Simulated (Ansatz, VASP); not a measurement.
# Ti in VASP and in Ansatz

File INCAR:

```
ALGO = Normal
EDIFF = 1E-6
EDIFFG = -0.005
ENCUT = 600
GGA = PS
IBRION = 2
ISIF = 3
ISMEAR = -1
LASPH = True
LCHARG = False
LREAL = False
LWAVE = False
NELM = 80
NSW = 60
PREC = Accurate
SIGMA = 0.1
```

Contents of KPOINTS:

```
k-points
0
Gamma
  17 17 9
```

POSCAR

```
Ti
1.0
    2.9313902092      0.0000000000      0.0000000000
   -1.4656951046      2.5386583896      0.0000000000
    0.0000000000      0.0000000000      4.7488521389
Ti
2
Direct
    0.3333333333      0.6666666667      0.2500000000
    0.6666666667      0.3333333333      0.7500000000
```

Input for Ansatz:

```yaml
crystal:
  lattice:
    - [2.9313902092, 0.0, 0.0]
    - [-1.4656951046, 2.5386583896, 0.0]
    - [0.0, 0.0, 4.7488521389]
  atoms:
    - { symbol: Ti, position: [0.3333333333, 0.6666666667, 0.25] }
    - { symbol: Ti, position: [0.6666666667, 0.3333333333, 0.75] }
kpoints:
  mp_grid: { grid: [17, 17, 9] }
scf:
  occupations: { method: fermi_dirac, width: 0.1 }
hamiltonian:
  xc: pbesol
  pseudopotentials: { kind: paw }
output:
  forces: true
  stress: true
relax:
  f_tol: 0.005
  max_steps: 40
  cell: {}
```

Alike in both runs: task relaxation of cell and atoms; functional PBEsol; k mesh 17 × 17 × 9; occupations fermi-dirac, width 0.1 eV; no spin polarisation.

|  | VASP | Ansatz |
| --- | --- | --- |
| version | VASP 6.6.1 | Ansatz 0.2.0 |
| potentials or method | VASP PAW PBE potentials, release 64 (Ti_sv) | PAW with Ansatz's default frozen-core files, scalar-relativistic |
| plane-wave cutoff (eV) | 600 | 420 |
| valence electrons in the cell | 24 | 24 |

|  | VASP | Ansatz | Ansatz less VASP |
| --- | --- | --- | --- |
| relaxed volume (Å³/atom) | 16.70 | 16.74 | +0.042 |
| relaxed length of the cell vector where the two differ most in proportion (Å) | 2.899 | 2.901 | +0.0025 |

VASP's potentials were made for PBE, not for PBEsol.
